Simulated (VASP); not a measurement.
Write the native input for VASP 6.6.1 that does the following.

* Task: single point
* Functional: PBE
* Potentials or basis: VASP PAW PBE potentials, release 64 (Te, W_sv)
* Cutoff: 500 eV
* k mesh: 6 × 6 × 6
* Occupations: gaussian, width 0.2 eV
* Spin: no spin polarisation
* Dipole correction: no
* Further INCAR settings: ALGO = Normal; EDIFF = 1e-06; NBANDS = 17

The structure of TeW lies in POSCAR:

```
TeW
1.0
    0.0000000000      3.0552687050      3.0552687050
    3.0552687050      0.0000000000      3.0552687050
    3.0552687050      3.0552687050      0.0000000000
Te W
1 1
Direct
    0.0000000000      0.0000000000      0.0000000000
    0.2500000000      0.2500000000      0.2500000000
```

The cell was built from a structure type or drawn by symmetry, and may not be a known phase.

These files were run (other wordings do the same):

INCAR

```
SYSTEM = TeW
ALGO     = Normal         ! electronic algorithm
EDIFF    = 1E-6           ! SCF threshold, eV
ENCUT    = 500            ! plane-wave cutoff, eV
GGA      = PE             ! functional
GGA_COMPAT= .FALSE.      
ISIF     = 2              ! what is computed and relaxed
ISMEAR   = 0              ! smearing method
LASPH    = .TRUE.         ! aspherical terms in the spheres
LCHARG   = .FALSE.        ! write CHGCAR
LREAL    = .FALSE.        ! projectors in reciprocal space
LWAVE    = .FALSE.        ! write WAVECAR
NBANDS   = 17             ! bands
NELM     = 120            ! most SCF steps
PREC     = Accurate       ! precision mode
SIGMA    = 0.2            ! smearing width, eV
```

KPOINTS

```
k-points
0
G
  6 6 6
  0 0 0
```

Potentials or basis: VASP PAW PBE potentials, release 64 (Te, W_sv).

Launch:

```bash
$ cat potpaw_PBE.64/Te/POTCAR potpaw_PBE.64/W_sv/POTCAR > POTCAR
$ mpirun -np 1 vasp_std > vasp.out
```

Results of the run:

The pressure is -0.4 GPa and the band gap on the k mesh is zero (bands 10 and 11 overlap by 0.17 eV).

Caveat: spin-orbit coupling is left out, which moves the levels of the heavy elements.

Wall time 9.6 s on 1 thread of Intel(R) Xeon(R) Platinum 8259CL CPU @ 2.50GHz (Skylake/Cascade Lake), with other jobs on the host, peak memory 0.18 GiB.
